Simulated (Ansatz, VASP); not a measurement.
## C in VASP and in Ansatz

Contents of INCAR:

```
SYSTEM = C
ALGO = Normal
EDIFF = 1E-6
ENCUT = 600
GGA = LIBXC
GGA_COMPAT = .False.
ISIF = 2
ISMEAR = 0
LASPH = .True.
LCHARG = .True.
LELF = .True.
LIBXC1 = GGA_X_PBE_R
LIBXC2 = LDA_C_PW
LREAL = .False.
LVHAR = .True.
LWAVE = .False.
NBANDS = 11
NELM = 120
PREC = Accurate
SIGMA = 0.1
```

KPOINTS

```
k-points
0
Gamma
  13 13 13
  0 0 0
```

POSCAR

```
C
1.0
    0.0000000000      1.8068380860      1.8068380860
    1.8068380860      0.0000000000      1.8068380860
    1.8068380860      1.8068380860      0.0000000000
C
2
Direct
    0.7500000000      0.7500000000      0.7500000000
    0.5000000000      0.5000000000      0.5000000000
```

The input input.yaml:

```yaml
crystal:
  lattice:
    - [0.0, 1.806838086, 1.806838086]
    - [1.806838086, 0.0, 1.806838086]
    - [1.806838086, 1.806838086, 0.0]
  atoms:
    - { symbol: C, position: [0.75, 0.75, 0.75] }
    - { symbol: C, position: [0.5, 0.5, 0.5] }
kpoints:
  mp_grid: { grid: [13, 13, 13] }
scf:
  occupations: { method: gaussian, width: 0.1 }
hamiltonian:
  xc: { exchange: revpbe, correlation: lda }
  pseudopotentials: { kind: all_electron, lapw: { basis_error: 0.0005 } }
output:
  forces: true
  stress: true
  eigenvalues: true
```

Change from the starting cell: volume scaled by 1.04.

Alike in both runs: task single point; functional revpbe exchange, lda correlation; k mesh 13 × 13 × 13; occupations gaussian, width 0.1 eV; no spin polarisation.

|  | VASP | Ansatz |
| --- | --- | --- |
| version | VASP 6.6.1 | Ansatz 0.2.0 |
| potentials or method | VASP PAW PBE potentials, release 64 (C), cutoff 600 eV | all-electron LAPW, scalar-relativistic |

|  | VASP | Ansatz | Ansatz less VASP |
| --- | --- | --- | --- |
| gap on the k mesh at the Fermi level (eV) | 4.50 | 4.50 | +0.004 |
| least direct gap on the mesh (eV) | 5.66 | 5.66 | +0.001 |
| pressure (GPa) | 0.9 | 1.4 | +0.50 |

VASP's potentials were made for PBE, not for revpbe exchange, lda correlation. Ansatz ran all-electron here, and VASP with PAW potentials.
